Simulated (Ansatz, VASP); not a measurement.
**Ir in VASP and in Ansatz**

```
Ir
1.0
     0.00000    1.93752    1.79356
     1.93752    0.00000    1.79356
     1.93752    1.93752    0.00000
Ir
1
Cartesian
  0.0000 0.0000 0.0000
```

Alike in both runs: task single point; functional LDA; k mesh 22 × 22 × 22; occupations gaussian, width 0.15 eV; no spin polarisation.

|  | VASP | Ansatz |
| --- | --- | --- |
| version | VASP 6.6.1 | Ansatz 0.2.0 |
| potentials or method | VASP PAW LDA potentials, release 64 (Ir), cutoff 520 eV | scalar-relativistic, plane waves, PAW |
| valence electrons in the cell | 9 | 17 |

Ansatz gave:

| Quantity | Value |
| --- | --- |
| gap on the k mesh at the Fermi level (eV) | none |
| pressure (GPa) | 13.3 |
| traceless stress, the component that is largest in VASP (GPa) | 20.60 |

Question: What did VASP give for the same quantities?

Answer: gap on the k mesh at the Fermi level (eV): none; pressure (GPa): 16.3; traceless stress, the component that is largest in VASP (GPa): 20.51.

Ansatz warns that its potentials were made for another functional, while VASP's fit it. LDA's correlation is that of Perdew and Zunger in VASP and of Perdew and Wang (1992) in Ansatz. A gap of «none» marks a metal or a gap that the smearing closes. VASP's potentials hold 9 valence electrons a cell and Ansatz's 17, so a difference there can come from the potentials and not from the codes.

Spin-orbit coupling is off throughout.
